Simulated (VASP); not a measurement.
# Sb (P6_3/mmc) in VASP: a series of runs

Sb is run at these levels: PBEsol; tasks: single point.

Everything below comes from runs of VASP 6.6.1. Logs are shortened: lines on timing, memory, paths and dates and some standing lists are left out, and cuts for length are marked.

### Step 1. The cell of the first run

It takes space group P6_3/mmc (No. 194, hexagonal). Conventional cell: a = 2.997 Å, b = 2.997 Å, c = 4.703 Å, α = 90.00°, β = 90.00°, γ = 120.00°. Within 3.8 Å of Sb (site symmetry -6m2) lie 12 Sb at 2.92 to 3.00 Å.

### Step 2. Single point, PBEsol

File INCAR:

```
PREC = Accurate ; ENCUT = 520
EDIFF = 1E-7 ; ISMEAR = -1
SIGMA = 0.1 ; LREAL = False
LASPH = True ; NELM = 60
ALGO = Normal ; ISIF = 2
LWAVE = False ; LCHARG = True
GGA = PS ; LELF = True
LVHAR = True ; NBANDS = 12
```

File KPOINTS:

```
regular mesh
0
Gamma
  13 13 7
```

File POSCAR:

```
Sb
1.0
    2.9966312776      0.0000000000      0.0000000000
   -1.4983156388      2.5951588122      0.0000000000
    0.0000000000      0.0000000000      4.7032411078
Sb
2
Direct
    0.3333333333      0.6666666667      0.2500000000
    0.6666666667      0.3333333333      0.7500000000
```

Potentials or basis: VASP PAW PBE potentials, release 64 (Sb).

Command:

```sh
cat potpaw_PBE.64/Sb/POTCAR > POTCAR
mpirun -np 1 vasp_std > vasp.out
```

OUTCAR:

```text
PREC = Accurate
   ENCUT = 520
   EDIFF = 1E-7
   ISMEAR = -1
   LREAL = False
   LASPH = True
   NELM = 60
   ISIF = 2
   GGA = PS

 ion  position               nearest neighbor table
   1  0.333  0.667  0.250-   2 2.92   2 2.92   2 2.92   2 2.92   2 2.92   2 2.92
   2  0.667  0.333  0.750-   1 2.92   1 2.92   1 2.92   1 2.92   1 2.92   1 2.92

  LATTYP: Found a hexagonal cell.
 ALAT       =     2.9966312776
 C/A-ratio  =     1.5695094498

  Lattice vectors:

 A1 = (   2.9966312776,   0.0000000000,   0.0000000000)
 A2 = (  -1.4983156388,   2.5951588122,   0.0000000000)
 A3 = (   0.0000000000,   0.0000000000,   4.7032411078)

Analysis of symmetry for initial positions (statically):
=====================================================================
 Subroutine PRICEL returns:
 Original cell was already a primitive cell.

 Routine SETGRP: Setting up the symmetry group for a
 hexagonal supercell.

 Subroutine GETGRP returns: Found 24 space group operations
 (whereof 12 operations were pure point group operations)
 out of a pool of 24 trial point group operations.

The static configuration has the point symmetry D_3d.
 The point group associated with its full space group is D_6h.

Analysis of symmetry for dynamics (positions and initial velocities):
=====================================================================
 Subroutine PRICEL returns:
 Original cell was already a primitive cell.

 Routine SETGRP: Setting up the symmetry group for a
 hexagonal supercell.

 Subroutine GETGRP returns: Found 24 space group operations
 (whereof 12 operations were pure point group operations)
 out of a pool of 24 trial point group operations.

The dynamic configuration has the point symmetry D_3d.
 The point group associated with its full space group is D_6h.

 Subroutine INISYM returns: Found 24 space group operations
 (whereof 12 operations are pure point group operations),
 and found     1 'primitive' translations

----------------------------------------------------------------------------------------

                                     Primitive cell

  volume of cell :      36.5759

  direct lattice vectors                    reciprocal lattice vectors
     2.996631278  0.000000000  0.000000000     0.333708057  0.192666436  0.000000000
    -1.498315639  2.595158812  0.000000000     0.000000000  0.385332873  0.000000000
     0.000000000  0.000000000  4.703241108     0.000000000  0.000000000  0.212619336

  length of vectors
     2.996631278  2.996631278  4.703241108     0.385332873  0.385332873  0.212619336

  position of ions in fractional coordinates (direct lattice)
[... 84 lines left out ...]
   NFREE  =      0    steps in history (QN), initial steepest desc. (CG)
   ISIF   =      2    stress and relaxation
   ISYM   =      2    0-nonsym 1-usesym 2-fastsym
   POTIM  = 0.5000    time-step for ionic-motion
   TEBEG  =    0.0;   TEEND  =   0.0 temperature during run
   PSTRESS=    0.0 pullay stress
   NELECT =      10.0000    total number of electrons
   NUPDOWN=      -1.0000    fix difference up-down
   EMIN   =  10.00;   EMAX   =-10.00  energy-range for DOS
   EFERMI =   0.00;   METHOD = LEGACY
   ISMEAR =    -1;   SIGMA  =   0.10  broadening in eV -4-tet -1-fermi 0-gaus
   EFERMI_NEDOS =   21; number of points for ismear=-14 and -15
   IALGO  =     38    algorithm
   IMIX   =      4    mixing-type and parameters
     AMIX     =   0.40;   BMIX     =  1.00
     AMIX_MAG =   1.60;   BMIX_MAG =  1.00
  volume/ion in A,a.u.               =      18.29       123.41
  Fermi-wavevector in a.u.,A,eV,Ry     =   1.062535  2.007900 15.360720  1.128981
  Thomas-Fermi vector in A             =   2.197989
   LORBIT       =      0    0 simple, 1 ext, 2 COOP (PROOUT), +10 PAW based schemes
   GGA     = PS    functional components
   LHFCALC =     F    Hartree Fock is set to
   AEXX    =    0.0000 exact exchange contribution
   IVDW    =     0    specifies the selected vdW correction
   LEPSILON=     F    determine dielectric tensor
   LRPA    =     F    only Hartree local field effects (RPA)
 non-spin polarized calculation
  energy-cutoff  :      520.00
  volume of cell :       36.58
 maximum number of plane-waves:      1020
 NGX is ok and might be reduce to    24
   NGX = 11   NGY = 11   NGZ = 17

 number of electron      10.0000001 magnetization

 Free energy of the ion-electron system (eV)
  ---------------------------------------------------
  ext. energy  EPLUGINS =         0.00000000
  ---------------------------------------------------
  free energy    TOTEN  =        -6.74753356 eV

  energy without entropy =       -6.71084787  energy(sigma->0) =       -6.72919071

 E-fermi :  14.4722     XC(G=0): -12.0876

 val. band max:       14.4599650405   @ k =   0.3077   0.2308   0.1429
 cond. band min:      14.4752179512   @ k =   0.4615   0.0769   0.4286
 fundamental gap:      0.0152529107
 Fermi energy:        14.4722136678

 k-point     1 :       0.0000    0.0000    0.0000
  band No.  band energies     occupation
      1      -2.2982      2.00000
      2       4.6286      2.00000
      3       5.7808      2.00000
      4      19.3845      0.00000
      5      19.3845      0.00000
      6      21.8849      0.00000
      7      21.8849      0.00000
      8      23.2645      0.00000
      9      23.3261      0.00000
     10      24.3719      0.00000
     11      26.6240      0.00000
     12      26.6240      0.00000
[... 331 lines left out ...]
 k-point    24 :       0.1538    0.0000    0.1429
  band No.  band energies     occupation
      1      -1.5793      2.00000
      2       3.6898      2.00000
      3       8.1350      2.00000
      4      15.1389      0.00254
      5      17.5666      0.00000
      6      19.5242      0.00000
      7      20.7943      0.00000
      8      22.2037      0.00000
      9      22.4825      0.00000
     10      24.1826      0.00000
     11      24.6858      0.00000
     12      25.8107      0.00000

 [... further k-points ...]
[... 5 lines left out ...]
  --------------------------------------------------------------------------------------
  -------------------------------------------------------------------------------------
  Total       12.7492484     12.7492484     12.8047849      0.0000000     -0.0000000      0.0000000
  in kB      558.4710628    558.4710628    560.9037933      0.0000000     -0.0000000      0.0000000
  external PRESSURE =     559.2819730 kB  Pullay stress =       0.0000000 kB

 VOLUME and BASIS-vectors are now :
 -----------------------------------------------------------------------------
  energy-cutoff  :      520.00
  volume of cell :       36.58
      direct lattice vectors                 reciprocal lattice vectors
     2.996631278  0.000000000  0.000000000     0.333708057  0.192666436  0.000000000
    -1.498315639  2.595158812  0.000000000     0.000000000  0.385332873  0.000000000
     0.000000000  0.000000000  4.703241108     0.000000000  0.000000000  0.212619336

 POSITION                                       TOTAL-FORCE (eV/Angst)
 -----------------------------------------------------------------------------------
     -0.00000      1.73011      1.17581        -0.000000      0.000000      0.000000
      1.49832      0.86505      3.52743         0.000000     -0.000000      0.000000
 -----------------------------------------------------------------------------------
    total drift:                               -0.000000      0.000000      0.000000

  FREE ENERGIE OF THE ION-ELECTRON SYSTEM (eV)
  ---------------------------------------------------
  free  energy   TOTEN  =        -6.7475335559 eV

  energy  without entropy=       -6.7108478690  energy(sigma->0) =       -6.72919071
```

OSZICAR:

```text
N       E                     dE             d eps       ncg     rms          rms(c)
DAV:   1     0.388752825385E+02    0.38875E+02   -0.38443E+03  2016   0.695E+02
DAV:   2    -0.508966253423E+01   -0.43965E+02   -0.42582E+02  2624   0.122E+02
DAV:   3    -0.677577696097E+01   -0.16861E+01   -0.16659E+01  2540   0.256E+01
DAV:   4    -0.678847709952E+01   -0.12700E-01   -0.12690E-01  2372   0.263E+00
DAV:   5    -0.678860279195E+01   -0.12569E-03   -0.12569E-03  2428   0.284E-01    0.505E+00
DAV:   6    -0.676269844877E+01    0.25904E-01   -0.64481E-04  2336   0.173E-01    0.307E+00
DAV:   7    -0.674757973369E+01    0.15119E-01   -0.14419E-03  2192   0.256E-01    0.312E-02
DAV:   8    -0.674753958710E+01    0.40147E-04   -0.97864E-05  2456   0.582E-02    0.914E-03
DAV:   9    -0.674753495312E+01    0.46340E-05   -0.58359E-06  2336   0.134E-02    0.502E-03
DAV:  10    -0.674753306922E+01    0.18839E-05   -0.17600E-07  2320   0.291E-03    0.363E-03
DAV:  11    -0.674753356919E+01   -0.49998E-06   -0.43614E-08  1588   0.127E-03    0.102E-04
DAV:  12    -0.674753355586E+01    0.13336E-07   -0.27360E-09  1240   0.369E-04
   1 F= -.67475336E+01 E0= -.67291907E+01  d E =-.366857E-01
```

stdout:

```text
POSCAR found type information on POSCAR Sb
 POSCAR found :  1 types and       2 ions
 scaLAPACK will be used
 -----------------------------------------------------------------------------
|                                                                             |
|                                                                             |
|     You enforced a specific xc type in the INCAR file but a different       |
|     I HOPE YOU KNOW WHAT YOU ARE DOING!                                     |
|                                                                             |
 -----------------------------------------------------------------------------

 LDA part: xc-table for (Slater+PW92), standard interpolation
 POSCAR, INCAR and KPOINTS ok, starting setup
 FFT: planning ... GRIDC
 FFT: planning ... GRID_SOFT
 FFT: planning ... GRID
 WAVECAR not read
 entering main loop
```

It took 49 s on 1 thread of Intel Xeon 6975P-C, shared host; peak memory 0.17 GiB.

What came out:

```
Free energy            : -6.7475 eV
Pressure               : 55.9 GPa
Band gap on the k mesh : zero (band 5 reaches 20.49 eV, above the bottom of band 6 at 10.17 eV)
```

Stress tensor (GPa, compression positive):
```
55.85  0.00  0.00
 0.00 55.85  0.00
 0.00  0.00 56.09
```

Levels at points of the mesh, in eV from the Fermi level:
```
           k point  band 1  band 2  band 3  band 4  band 5  band 6  band 7  band 8  band 9  band 10
(0.00, 0.00, 0.00)  -16.77   -9.84   -8.69    4.91    4.91    7.41    7.41    8.79    8.85     9.90
```

Caveat: the PAW data sets were made with another functional, which shifts forces and pressure a little; spin-orbit coupling is left out, which moves the levels of the heavy elements.

### Step 3. Single point, PBEsol

File INCAR:

```
PREC = Accurate
ENCUT = 520
EDIFF = 1E-6
ISMEAR = -4
SIGMA = 0.1
LREAL = False
LASPH = True
NELM = 80
ALGO = Normal
ISIF = 2
LWAVE = False
LCHARG = False
GGA = PS
NBANDS = 12
```

KPOINTS is that of step 2.

File POSCAR:

```
Sb
1.0
    2.9912560364      0.0000000000      0.0000000000
   -1.4956280182      2.5905037168      0.0000000000
    0.0000000000      0.0000000000      4.7201595992
Sb
2
Direct
    0.3333333333      0.6666666667      0.2500000000
    0.6666666667      0.3333333333      0.7500000000
```

Potentials or basis: VASP PAW PBE potentials, release 64 (Sb).

Command:

```sh
cat potpaw_PBE.64/Sb/POTCAR > POTCAR
mpirun -np 1 vasp_std > vasp.out
```

Run time: 43 s. Hardware: 1 thread of Intel Xeon 6975P-C, shared host; peak memory 0.17 GiB.

Results (log left out):

```yaml
Free_energy: -6.5139 eV
Pressure: 56.9 GPa
Band_gap_on_the_k_mesh: zero (band 5 reaches 20.57 eV, above the bottom of band 6 at 10.16 eV)
```

Levels at points of the mesh, in eV from the Fermi level:
| k point | band 1 | band 2 | band 3 | band 4 | band 5 | band 6 | band 7 | band 8 | band 9 | band 10 |
| --- | --- | --- | --- | --- | --- | --- | --- | --- | --- | --- |
| (0.00, 0.00, 0.00) | -16.78 | -9.93 | -8.72 | 4.99 | 4.99 | 7.47 | 7.47 | 8.82 | 8.92 | 9.73 |

Caveat: the PAW data sets were made with another functional, which shifts forces and pressure a little; spin-orbit coupling is left out, which moves the levels of the heavy elements.

### Step 4. Single point, PBEsol (volume scaled by 0.8)

File INCAR:

```
SYSTEM = Sb
ALGO = Normal ; EDIFF = 1E-6
ENCUT = 520 ; GGA = PS
ISIF = 2 ; ISMEAR = -1
LASPH = .TRUE. ; LCHARG = .TRUE.
LELF = .TRUE. ; LREAL = .FALSE.
LVHAR = .TRUE. ; LWAVE = .FALSE.
NBANDS = 12 ; NELM = 60
PREC = Accurate ; SIGMA = 0.1
```

File KPOINTS:

```
k-points
0
G
  13 13 7
  0 0 0
```

File POSCAR:

```
Sb
1.0
    3.1425789386      0.0000000000      0.0000000000
   -1.5712894693      2.7215531942      0.0000000000
    0.0000000000      0.0000000000      4.8874622422
Sb
2
Direct
    0.3333333333      0.6666666667      0.2500000000
    0.6666666667      0.3333333333      0.7500000000
```

Command:

```sh
cat potpaw_PBE.64/Sb/POTCAR > POTCAR
mpirun -np 1 vasp_std > vasp.out
```

It took 43 s on 1 thread of Intel Xeon 6975P-C, shared host; peak memory 0.17 GiB.

Results (log left out):

```
Free energy            : -8.0257 eV
Pressure               : 25.6 GPa
Band gap on the k mesh : zero (band 5 reaches 17.20 eV, above the bottom of band 6 at 8.46 eV)
```

Levels at points of the mesh, in eV from the Fermi level:
| k point | band 2 | band 3 | band 4 | band 5 | band 6 | band 7 | band 8 | band 9 |
| --- | --- | --- | --- | --- | --- | --- | --- | --- |
| (0.00, 0.00, 0.00) | -9.28 | -7.53 | 4.12 | 4.12 | 6.46 | 6.46 | 8.20 | 8.57 |

Caveat: the PAW data sets were made with another functional, which shifts forces and pressure a little; spin-orbit coupling is left out, which moves the levels of the heavy elements.

### Step 5. Summary

```csv
cell,smearing,gap on the mesh (eV),pressure (GPa)
"a = 2.997, b = 2.997, c = 4.703 Å, angles 90.0, 90.0, 120.0°, 2 atoms",fermi-dirac 0.1 eV,none,55.9
"a = 2.991, b = 2.991, c = 4.720 Å, angles 90.0, 90.0, 120.0°, 2 atoms",tetrahedron,none,56.9
"a = 3.143, b = 3.143, c = 4.887 Å, angles 90.0, 90.0, 120.0°, 2 atoms",fermi-dirac 0.1 eV,none,25.6
```

Alike in all rows: task single point; level PBEsol; potentials or basis VASP PAW PBE potentials, release 64 (Sb); no spin polarisation; k mesh 13 × 13 × 7; cutoff (eV) 520.

Caveats: the PAW data sets were made with another functional, which shifts forces and pressure a little; spin-orbit coupling is left out, which moves the levels of the heavy elements.

Absolute energies hang on the potentials; compare differences alone.
